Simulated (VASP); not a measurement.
Set up this calculation in VASP 6.6.1, as the native input.

| Property | Result |
| --- | --- |
| Task | single point |
| Functional | PBE |
| Dispersion | D3(BJ) |
| Potentials or basis | VASP PAW PBE potentials, release 64 (Na_pv, C) |
| Cutoff | 520 eV |
| k mesh | 6 × 6 × 4 |
| Occupations | gaussian, width 0.1 eV |
| Spin | no spin polarisation |
| Dipole correction | no |
| Further INCAR settings | ALGO = Normal; EDIFF = 1e-07; NBANDS = 30 |

The structure of NaC8 lies in POSCAR:

```
NaC8
1.0
    4.9759647000      0.0000000000      0.0000000000
   -2.4879824000      4.3093119000      0.0000000000
    0.0000000000      0.0000000000      4.4859969000
Na C
1 8
Direct
    0.0000000000      0.0000000000      0.5000000000
    0.3346970000      0.1673485000      0.0000000000
    0.3333333000      0.6666667000      0.0000000000
    0.8326515000      0.1673485000      0.0000000000
    0.8326515000      0.6653030000      0.0000000000
    0.1673485000      0.3346970000      0.0000000000
    0.1673485000      0.8326515000      0.0000000000
    0.6666667000      0.3333333000      0.0000000000
    0.6653030000      0.8326515000      0.0000000000
```

One way to write it, as run:

INCAR

```
SYSTEM = NaC8
  ALGO = Normal
  EDIFF = 1E-7
  ENCUT = 520
  GGA = PE
  ISIF = 2
  ISMEAR = 0
  IVDW = 12
  LASPH = .True.
  LCHARG = .False.
  LREAL = .False.
  LWAVE = .False.
  NBANDS = 30
  NELM = 100
  PREC = Accurate
  SIGMA = 0.1
```

KPOINTS

```
k-points
0
Gamma
  6 6 4
  0 0 0
```

Potentials or basis: VASP PAW PBE potentials, release 64 (Na_pv, C).

Command:

```bash
$ cat potpaw_PBE.64/Na_pv/POTCAR potpaw_PBE.64/C/POTCAR > POTCAR
$ mpirun -np 1 vasp_std > vasp.out
```

It gave:

The pressure is 0.3 GPa. The largest force is 0.014 eV/Å. The dispersion energy per atom is -0.130 eV.

Caveat: pairwise dispersion overbinds metals, which lowers pressure and volume.

Run time: 93 s on 1 thread of Intel Xeon 8259CL, with other jobs on the host, peak memory 0.24 GiB.
